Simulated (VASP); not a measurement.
# ZnS (P1) in VASP: further runs

Runs on ZnS. Level: r2SCAN. Tasks: single point.

All numbers are computed with VASP 6.6.1; they aren't measurements. Logs are shortened: lines on timing, memory, paths and dates and some standing lists are left out, and cuts for length are marked.

**1. The cell of the first run**

The typed cell holds 4 atoms: a = 3.807 Å, b = 3.807 Å, c = 6.246 Å, α = 90.00°, β = 90.00°, γ = 120.00°.

**2. Single point, r2SCAN (atom 3 moved 0.06 Å)**

Input file POSCAR:

```
ZnS
1.0
    3.8067217533      0.0000000000      0.0000000000
   -1.9033608766      3.2967177435      0.0000000000
    0.0000000000      0.0000000000      6.2457351331
Zn S
2 2
Direct
    0.3309141671      0.6644911120      0.0073350464
    0.6642475004      0.3311577786      0.5073350464
    0.3405908320      0.6731933307      0.3737710021
    0.6642475004      0.3311577786      0.8815589050
```

Input file INCAR.step1:

```
SYSTEM = ZnS
PREC = Accurate
ENCUT = 520
ISMEAR = 0
SIGMA = 0.05
LREAL = .FALSE.
LASPH = .TRUE.
NELM = 100
NBANDS = 26
GGA = PE
ALGO = Normal
EDIFF = 1E-4
LWAVE = .TRUE.
LCHARG = .FALSE.
```

Input file INCAR.step2:

```
SYSTEM = ZnS
PREC = Accurate
ENCUT = 520
EDIFF = 1E-6
ISMEAR = 0
SIGMA = 0.05
LREAL = .FALSE.
LASPH = .TRUE.
NELM = 100
ALGO = Normal
ISIF = 2
LWAVE = .FALSE.
LCHARG = .FALSE.
METAGGA = R2SCAN
LMIXTAU = .TRUE.
NBANDS = 26
ISTART = 1
```

Input file KPOINTS:

```
Automatic mesh
0
G
  6 6 4
  0 0 0
```

Potentials or basis: VASP PAW PBE potentials, release 64 (Zn, S).

Started as:

```
cat potpaw_PBE.64/Zn/POTCAR potpaw_PBE.64/S/POTCAR > POTCAR
cp INCAR.step1 INCAR
mpirun -np 1 vasp_std > vasp.out
cp INCAR.step2 INCAR
mpirun -np 1 vasp_std > vasp.out
```

OUTCAR:

```text
SYSTEM = ZnS
   PREC = Accurate
   ENCUT = 520
   EDIFF = 1E-6
   ISMEAR = 0
   LREAL = .FALSE.
   LASPH = .TRUE.
   NELM = 100
   ISIF = 2
   METAGGA = R2SCAN
   ISTART = 1

 ion  position               nearest neighbor table
   1  0.331  0.664  0.007-   3 2.29   4 2.33   4 2.33   4 2.33
   2  0.664  0.331  0.507-   3 2.32   4 2.34   3 2.35   3 2.38
   3  0.341  0.673  0.374-   1 2.29   2 2.32   2 2.35   2 2.38
   4  0.664  0.331  0.882-   1 2.33   1 2.33   1 2.33   2 2.34

  LATTYP: Found a hexagonal cell.
 ALAT       =     3.8067217533
 C/A-ratio  =     1.6407122816

  Lattice vectors:

 A1 = (   3.8067217533,   0.0000000000,   0.0000000000)
 A2 = (  -1.9033608766,   3.2967177435,   0.0000000000)
 A3 = (   0.0000000000,   0.0000000000,   6.2457351331)

Analysis of symmetry for initial positions (statically):
=====================================================================
 Subroutine PRICEL returns:
 Original cell was already a primitive cell.

 Routine SETGRP: Setting up the symmetry group for a
 hexagonal supercell.

 Subroutine GETGRP returns: Found  1 space group operations
 (whereof  1 operations were pure point group operations)
 out of a pool of 24 trial point group operations.

The static configuration has the point symmetry C_1 .

Analysis of symmetry for dynamics (positions and initial velocities):
=====================================================================
 Subroutine PRICEL returns:
 Original cell was already a primitive cell.

 Routine SETGRP: Setting up the symmetry group for a
 hexagonal supercell.

 Subroutine GETGRP returns: Found  1 space group operations
 (whereof  1 operations were pure point group operations)
 out of a pool of 24 trial point group operations.

The dynamic configuration has the point symmetry C_1 .

 Subroutine INISYM returns: Found  1 space group operations
 (whereof  1 operations are pure point group operations),
 and found     1 'primitive' translations

----------------------------------------------------------------------------------------

                                     Primitive cell

  volume of cell :      78.3820

  direct lattice vectors                    reciprocal lattice vectors
     3.806721753  0.000000000  0.000000000     0.262693221  0.151666002  0.000000000
[... 81 lines left out ...]
   PREC   = accura    normal or accurate (medium, high low for compatibility)
   ISTART =      1    job   : 0-new  1-cont  2-samecut
   ICHARG =      0    charge: 1-file 2-atom 10-const
   ISPIN  =      1    spin polarized calculation?
   LNONCOLLINEAR =      F non collinear calculations
   LSORBIT =      F    spin-orbit coupling
   LASPH  =      T    aspherical Exc in radial PAW
   ENCUT  =  520.0 eV  38.22 Ry    6.18 a.u.   7.08  7.08 11.61*2*pi/ulx,y,z
   NELM   =    100;   NELMIN=  2; NELMDL=  0     # of ELM steps
   EDIFF  = 0.1E-05   stopping-criterion for ELM
   LREAL  =      F    real-space projection
[... 7 lines left out ...]
   TEBEG  =    0.0;   TEEND  =   0.0 temperature during run
   PSTRESS=    0.0 pullay stress
   NELECT =      36.0000    total number of electrons
   NUPDOWN=      -1.0000    fix difference up-down
   EMIN   =  10.00;   EMAX   =-10.00  energy-range for DOS
   EFERMI =   0.00;   METHOD = LEGACY
   ISMEAR =     0;   SIGMA  =   0.05  broadening in eV -4-tet -1-fermi 0-gaus
   EFERMI_NEDOS =   21; number of points for ismear=-14 and -15
   IALGO  =     38    algorithm
   IMIX   =      4    mixing-type and parameters
     AMIX     =   0.40;   BMIX     =  1.00
     AMIX_MAG =   1.60;   BMIX_MAG =  1.00
  volume/ion in A,a.u.               =      19.60       132.24
  Fermi-wavevector in a.u.,A,eV,Ry     =   1.263097  2.386908 21.706940  1.595415
  Thomas-Fermi vector in A             =   2.396472
   LORBIT       =      0    0 simple, 1 ext, 2 COOP (PROOUT), +10 PAW based schemes
   METAGGA = R2SCAN    functional components
   LHFCALC =     F    Hartree Fock is set to
   AEXX    =    0.0000 exact exchange contribution
   IVDW    =     0    specifies the selected vdW correction
   LEPSILON=     F    determine dielectric tensor
   LRPA    =     F    only Hartree local field effects (RPA)
 non-spin polarized calculation
 Gauss-broadening in eV      SIGMA  =   0.05
  energy-cutoff  :      520.00
  volume of cell :       78.38
 maximum number of plane-waves:      2130
   NGX = 15   NGY = 15   NGZ = 23

 number of electron      35.9999991 magnetization

 Free energy of the ion-electron system (eV)
  ---------------------------------------------------
  ext. energy  EPLUGINS =         0.00000000
  ---------------------------------------------------
  free energy    TOTEN  =       -37.70569265 eV

  energy without entropy =      -37.70569265  energy(sigma->0) =      -37.70569265

 E-fermi :   2.1539     XC(G=0): -10.3112

 val. band max:        1.9319516731   @ k =   0.0000   0.0000   0.0000
 cond. band min:       4.6930839652   @ k =   0.0000   0.0000   0.0000
 fundamental gap:      2.7611322921
 Fermi energy:         2.1539486455

 k-point     1 :       0.0000    0.0000    0.0000
  band No.  band energies     occupation
      1     -11.8368      2.00000
      2     -10.8651      2.00000
      3      -4.6474      2.00000
      4      -4.6062      2.00000
      5      -4.5965      2.00000
      6      -4.5016      2.00000
[... 685 lines left out ...]
     25      10.6039      0.00000
     26      10.9392      0.00000

 [... further k-points ...]

------------------------ aborting loop because EDIFF is reached ----------------------------------------

  FORCE on cell =-STRESS in cart. coord.  units (eV):
  Direction    XX          YY          ZZ          XY          YZ          ZX
  --------------------------------------------------------------------------------------
  -------------------------------------------------------------------------------------
  Total       -0.2806415      0.0471900      0.4109690     -0.1077272      0.1008297      0.0613969
  in kB       -5.7364869      0.9645940      8.4004623     -2.2020113      2.0610225      1.2549898
  external PRESSURE =       1.2095231 kB  Pullay stress =       0.0000000 kB

 VOLUME and BASIS-vectors are now :
 -----------------------------------------------------------------------------
  energy-cutoff  :      520.00
  volume of cell :       78.38
      direct lattice vectors                 reciprocal lattice vectors
     3.806721753  0.000000000  0.000000000     0.262693221  0.151666002  0.000000000
    -1.903360877  3.296717743  0.000000000     0.000000000  0.303332004  0.000000000
     0.000000000  0.000000000  6.245735133     0.000000000  0.000000000  0.160109255

 POSITION                                       TOTAL-FORCE (eV/Angst)
 -----------------------------------------------------------------------------------
     -0.00507      2.19064      0.04581         0.004341      0.011190     -0.217360
      1.89829      1.09173      3.16868         0.098401      0.153705     -0.086721
      0.01520      2.21933      2.33447        -0.111746     -0.178693      0.490652
      1.89829      1.09173      5.50598         0.009004      0.013798     -0.186571
 -----------------------------------------------------------------------------------
    total drift:                                0.010974      0.016403      0.007959

  FREE ENERGIE OF THE ION-ELECTRON SYSTEM (eV)
  ---------------------------------------------------
  free  energy   TOTEN  =       -37.7056926471 eV

  energy  without entropy=      -37.7056926471  energy(sigma->0) =      -37.70569265
```

OUTCAR.step1:

```text
SYSTEM = ZnS
   PREC = Accurate
   ENCUT = 520
   ISMEAR = 0
   LREAL = .FALSE.
   LASPH = .TRUE.
   NELM = 100
[... 924 lines left out ...]
      1.89829      1.09173      3.16868         0.096223      0.154472     -0.081907
      0.01520      2.21933      2.33447        -0.110234     -0.175679      0.485393
      1.89829      1.09173      5.50598         0.011441      0.016895     -0.173019
 -----------------------------------------------------------------------------------
    total drift:                               -0.000580     -0.000907     -0.000713

  FREE ENERGIE OF THE ION-ELECTRON SYSTEM (eV)
  ---------------------------------------------------
  free  energy   TOTEN  =       -13.6568587360 eV

  energy  without entropy=      -13.6568587360  energy(sigma->0) =      -13.65685874
```

Run time: 5.2 min. Hardware: 1 thread of AMD EPYC 9R14 (Zen 4), shared host; peak memory 0.25 GiB.

Results:

```
Free energy            : -37.7057 eV
Pressure               : 0.1 GPa
Largest force          : 0.534 eV/Å
Band gap on the k mesh : 2.76 eV
```

Forces on the atoms (eV/Å):
```
Zn   0.004  0.011 -0.217
Zn   0.098  0.154 -0.087
S   -0.112 -0.179  0.491
S    0.009  0.014 -0.187
```

Levels at points of the mesh, in eV from the valence-band top:
| k point | band 15 | band 16 | band 17 | band 18 | band 19 | band 20 | band 21 | band 22 |
| --- | --- | --- | --- | --- | --- | --- | --- | --- |
| (0.00, 0.00, 0.00) | -0.92 | -0.13 | -0.01 | 0.00 | 2.76 | 3.64 | 6.78 | 6.80 |
| (0.50, 0.00, 0.00) | -3.44 | -2.33 | -1.73 | -0.88 | 4.03 | 4.72 | 5.33 | 7.27 |
| (0.00, 0.50, 0.00) | -3.38 | -2.32 | -1.83 | -0.88 | 4.06 | 4.80 | 5.49 | 7.28 |
| (0.50, 0.50, 0.00) | -3.41 | -2.32 | -1.79 | -0.88 | 4.05 | 4.77 | 5.42 | 7.28 |
| (0.00, 0.00, 0.50) | -0.54 | -0.53 | -0.50 | -0.43 | 4.09 | 4.14 | 7.12 | 7.21 |
| (0.50, 0.00, 0.50) | -1.76 | -1.71 | -1.71 | -1.61 | 3.90 | 3.99 | 5.61 | 5.71 |
| (0.00, 0.50, 0.50) | -1.75 | -1.71 | -1.68 | -1.59 | 3.85 | 3.97 | 5.60 | 5.78 |
| (0.50, 0.50, 0.50) | -1.76 | -1.71 | -1.69 | -1.59 | 3.87 | 3.97 | 5.60 | 5.75 |

Caveat: the cell differs from its parent crystal (atom 3 moved 0.06 Å); the PAW data sets were made with another functional, which shifts forces and pressure a little.

**3. Single point, r2SCAN**

Input file POSCAR:

```
ZnS
1.0
    3.8067217533      0.0000000000      0.0000000000
   -1.9033608766      3.2967177435      0.0000000000
    0.0000000000      0.0000000000      6.2457351331
Zn S
2 2
Direct
    0.3334537588      0.6667869243      0.0053919801
    0.6665468050      0.3332146550      0.5054660081
    0.3332302661      0.6665629986      0.3795755416
    0.6667691700      0.3334354220      0.8795664701
```

Input file INCAR.step1:

```
ALGO     = Normal         # electronic algorithm
EDIFF    = 1E-4           # SCF threshold, eV
ENCUT    = 520            # plane-wave cutoff, eV
GGA      = PE             # functional
ISMEAR   = 0              # smearing method
LASPH    = T              # aspherical terms in the spheres
LCHARG   = F              # write CHGCAR
LREAL    = F              # projectors in reciprocal space
LWAVE    = T              # write WAVECAR
NBANDS   = 26             # bands
NELM     = 60             # most SCF steps
PREC     = Accurate       # precision mode
SIGMA    = 0.05           # smearing width, eV
```

Input file INCAR.step2:

```
ALGO     = Normal         # electronic algorithm
EDIFF    = 1E-6           # SCF threshold, eV
ENCUT    = 520            # plane-wave cutoff, eV
ISIF     = 2              # what is computed and relaxed
ISMEAR   = 0              # smearing method
ISTART   = 1            
LASPH    = T              # aspherical terms in the spheres
LCHARG   = T              # write CHGCAR
LELF     = T              # ELF
LMIXTAU  = T            
LREAL    = F              # projectors in reciprocal space
LVHAR    = T            
LWAVE    = F              # write WAVECAR
METAGGA  = R2SCAN         # meta-GGA
NBANDS   = 26             # bands
NELM     = 60             # most SCF steps
PREC     = Accurate       # precision mode
SIGMA    = 0.05           # smearing width, eV
```

Input file KPOINTS:

```
k-points
0
Gamma
  6 6 4
```

Potentials or basis: VASP PAW PBE potentials, release 64 (Zn, S).

Started as:

```
cat potpaw_PBE.64/Zn/POTCAR potpaw_PBE.64/S/POTCAR > POTCAR
cp INCAR.step1 INCAR
mpirun -np 1 vasp_std > vasp.out
cp INCAR.step2 INCAR
mpirun -np 1 vasp_std > vasp.out
```

OUTCAR:

```text
EDIFF = 1E-6
   ENCUT = 520
   ISIF = 2
   ISMEAR = 0
   ISTART = 1
   LASPH = T
   LREAL = F
   METAGGA = R2SCAN
   NELM = 60
   PREC = Accurate

 ion  position               nearest neighbor table
   1  0.333  0.667  0.005-   4 2.33   4 2.33   4 2.33   3 2.34
   2  0.667  0.333  0.505-   3 2.33   3 2.33   3 2.33   4 2.34
   3  0.333  0.667  0.380-   2 2.33   2 2.33   2 2.33   1 2.34
   4  0.667  0.333  0.880-   1 2.33   1 2.33   1 2.33   2 2.34

  LATTYP: Found a hexagonal cell.
 ALAT       =     3.8067217533
 C/A-ratio  =     1.6407122816

  Lattice vectors:

 A1 = (   3.8067217533,   0.0000000000,   0.0000000000)
 A2 = (  -1.9033608766,   3.2967177435,   0.0000000000)
 A3 = (   0.0000000000,   0.0000000000,   6.2457351331)

Analysis of symmetry for initial positions (statically):
=====================================================================
 Subroutine PRICEL returns:
 Original cell was already a primitive cell.

 Routine SETGRP: Setting up the symmetry group for a
 hexagonal supercell.

[... 166 lines left out ...]
  free energy    TOTEN  =       -37.72120971 eV

  energy without entropy =      -37.72120971  energy(sigma->0) =      -37.72120971

 E-fermi :   2.1234     XC(G=0): -10.3106

 val. band max:        1.9154815211   @ k =   0.0000   0.0000   0.0000
 cond. band min:       4.7002989690   @ k =   0.0000   0.0000   0.0000
 fundamental gap:      2.7848174479
 Fermi energy:         2.1234168057

 k-point     1 :       0.0000    0.0000    0.0000
  band No.  band energies     occupation
      1     -11.8348      2.00000
      2     -10.8744      2.00000
      3      -4.6198      2.00000
      4      -4.6042      2.00000
      5      -4.6039      2.00000
      6      -4.5126      2.00000
[... 685 lines left out ...]
     25      10.5989      0.00000
     26      10.8892      0.00000

 [... further k-points ...]

------------------------ aborting loop because EDIFF is reached ----------------------------------------

  FORCE on cell =-STRESS in cart. coord.  units (eV):
  Direction    XX          YY          ZZ          XY          YZ          ZX
  --------------------------------------------------------------------------------------
  -------------------------------------------------------------------------------------
  Total        0.0279693      0.0282779      0.0204076      0.0020526     -0.0000388      0.0000025
  in kB        0.5717094      0.5780173      0.4171430      0.0419562     -0.0007935      0.0000509
  external PRESSURE =       0.5222899 kB  Pullay stress =       0.0000000 kB

 VOLUME and BASIS-vectors are now :
 -----------------------------------------------------------------------------
  energy-cutoff  :      520.00
  volume of cell :       78.38
      direct lattice vectors                 reciprocal lattice vectors
     3.806721753  0.000000000  0.000000000     0.262693221  0.151666002  0.000000000
    -1.903360877  3.296717743  0.000000000     0.000000000  0.303332004  0.000000000
     0.000000000  0.000000000  6.245735133     0.000000000  0.000000000  0.160109255

 POSITION                                       TOTAL-FORCE (eV/Angst)
 -----------------------------------------------------------------------------------
      0.00023      2.19821      0.03368        -0.000359     -0.001029      0.002150
      1.90313      1.09851      3.15701         0.000370      0.000963     -0.002467
     -0.00020      2.19747      2.37073         0.000356      0.000258     -0.000687
      1.90356      1.09924      5.49354        -0.000367     -0.000191      0.001004
 -----------------------------------------------------------------------------------
    total drift:                                0.000002     -0.000008      0.013509

  FREE ENERGIE OF THE ION-ELECTRON SYSTEM (eV)
  ---------------------------------------------------
  free  energy   TOTEN  =       -37.7212097133 eV

  energy  without entropy=      -37.7212097133  energy(sigma->0) =      -37.72120971
```

OSZICAR.step1:

```text
N       E                     dE             d eps       ncg     rms          rms(c)
DAV:   1     0.245048046084E+03    0.24505E+03   -0.17100E+04  3952   0.168E+03
DAV:   2     0.971621927511E+01   -0.23533E+03   -0.22488E+03  4102   0.349E+02
DAV:   3    -0.139512485216E+02   -0.23667E+02   -0.23438E+02  4710   0.111E+02
DAV:   4    -0.145205262790E+02   -0.56928E+00   -0.56801E+00  4638   0.173E+01
DAV:   5    -0.145293658566E+02   -0.88396E-02   -0.88374E-02  4798   0.212E+00    0.988E+00
DAV:   6    -0.136823530282E+02    0.84701E+00   -0.16339E+00  5910   0.371E+01    0.758E+00
DAV:   7    -0.136780922058E+02    0.42608E-02   -0.12478E+00  4188   0.653E+00    0.345E+00
DAV:   8    -0.136713812009E+02    0.67110E-02   -0.35217E-02  4872   0.177E+00    0.981E-01
DAV:   9    -0.136718449425E+02   -0.46374E-03   -0.93473E-03  5362   0.130E+00    0.231E-01
DAV:  10    -0.136719852710E+02   -0.14033E-03   -0.59120E-04  4604   0.332E-01    0.952E-02
DAV:  11    -0.136722018514E+02   -0.21658E-03   -0.33392E-04  3798   0.121E-01    0.608E-02
DAV:  12    -0.136722008048E+02    0.10465E-05   -0.14337E-05  2214   0.435E-02
   1 F= -.13672201E+02 E0= -.13672201E+02  d E =-.246646E-14
```

Run time: 6 min. Hardware: 1 thread of AMD EPYC 9R14 (Zen 4), shared host; peak memory 0.25 GiB.

Results:

```
Free energy            : -37.7212 eV
Pressure               : 0.1 GPa
Band gap on the k mesh : 2.78 eV
```

Forces on the atoms (eV/Å):
```
Zn   0.000 -0.001  0.002
Zn   0.000  0.001 -0.002
S    0.000  0.000 -0.001
S    0.000  0.000  0.001
```

Caveat: the PAW data sets were made with another functional, which shifts forces and pressure a little.
